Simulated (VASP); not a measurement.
Write the native input for VASP 6.6.1 that does the following.

- Task: single point
- Functional: r2SCAN
- Potentials or basis: VASP PAW PBE potentials, release 64 (Cd, P, C)
- Cutoff: 520 eV
- k mesh: 6 × 6 × 4
- Occupations: fermi-dirac, width 0.02 eV
- Spin: no spin polarisation
- Dipole correction: no
- Further INCAR settings: ALGO = Normal; EDIFF = 1e-06; NBANDS = 21

The system is CdP2C.

```
Cd P C
1.0
     3.23738    0.00000    0.00000
     0.00000    3.23738    0.00000
     0.00000    0.00000    5.84993
Cd P C
1 2 1
Cartesian
  0.0000 0.0000 0.0000
  0.0000 1.6187 1.9103
  1.6187 0.0000 3.9397
  1.6187 1.6187 2.9250
```

This cell differs from its parent crystal: volume changed by -6%.

The input as run:

POSCAR

```
CdP2C
1.0
    3.2373795085      0.0000000000      0.0000000000
    0.0000000000      3.2373795085      0.0000000000
    0.0000000000      0.0000000000      5.8499279559
Cd P C
1 2 1
Direct
    0.0000000000      0.0000000000      0.0000000000
    0.0000000000      0.5000000000      0.3265445503
    0.5000000000      0.0000000000      0.6734554497
    0.5000000000      0.5000000000      0.5000000000
```

INCAR.step1

```
SYSTEM = CdP2C
  PREC = Accurate
  ENCUT = 520
  ISMEAR = -1
  SIGMA = 0.02
  LREAL = .False.
  LASPH = .True.
  NELM = 60
  NBANDS = 21
  GGA = PE
  ALGO = Normal
  EDIFF = 1E-4
  LWAVE = .True.
  LCHARG = .False.
```

INCAR.step2

```
SYSTEM = CdP2C
  PREC = Accurate
  ENCUT = 520
  EDIFF = 1E-6
  ISMEAR = -1
  SIGMA = 0.02
  LREAL = .False.
  LASPH = .True.
  NELM = 60
  ALGO = Normal
  ISIF = 2
  LWAVE = .False.
  LCHARG = .True.
  METAGGA = R2SCAN
  LMIXTAU = .True.
  LELF = .True.
  LVHAR = .True.
  NBANDS = 21
  ISTART = 1
```

KPOINTS

```
regular mesh
0
Gamma
  6 6 4
  0 0 0
```

Potentials or basis: VASP PAW PBE potentials, release 64 (Cd, P, C).

Run with:

```sh
$ cat potpaw_PBE.64/Cd/POTCAR potpaw_PBE.64/P/POTCAR potpaw_PBE.64/C/POTCAR > POTCAR
$ cp INCAR.step1 INCAR
$ mpirun -np 1 vasp_std > vasp.out
$ cp INCAR.step2 INCAR
$ mpirun -np 1 vasp_std > vasp.out
```

Results of the run:

The pressure is 7.0 GPa, the largest force is 0.172 eV/Å and the band gap on the k mesh is zero (band 13 reaches 7.27 eV, above the bottom of band 14 at 7.04 eV).

Caveat: the PAW data sets were made with another functional, which shifts forces and pressure a little.

Run time: 44 s on 1 thread of Intel(R) Xeon(R) 6975P-C (Granite Rapids), with other jobs on the host, peak memory 0.19 GiB.
